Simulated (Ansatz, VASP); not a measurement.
**Two plane-wave programs on Na**

```
Na
1.0
    -1.98753    1.98753    1.98753
     1.98753   -1.98753    1.98753
     1.98753    1.98753   -1.98753
Na
1
Direct
  0.00000 0.00000 0.00000
```

Alike in both runs: functional B3LYP; k mesh 7 × 7 × 7; occupations gaussian, width 0.05 eV; no spin polarisation.

```csv
,VASP,Ansatz
version,VASP 6.6.1,Ansatz 0.2.0
potentials or method,"VASP PAW PBE potentials, release 64 (Na_pv)",Ansatz PAW
plane-wave cutoff (eV),520,420
valence electrons in the cell,7,9
task,single point,electron localisation function
```

```tsv
	VASP	Ansatz	Ansatz less VASP
gap on the k mesh at the Fermi level (eV)	none	none	-
pressure (GPa)	1.7	1.7	+0.05
```

VASP's potentials were made for PBE, not for B3LYP. A gap of «none» marks a metal or a gap that the smearing closes. VASP's potentials hold 7 valence electrons a cell and Ansatz's 9, so a difference there can come from the potentials and not from the codes.
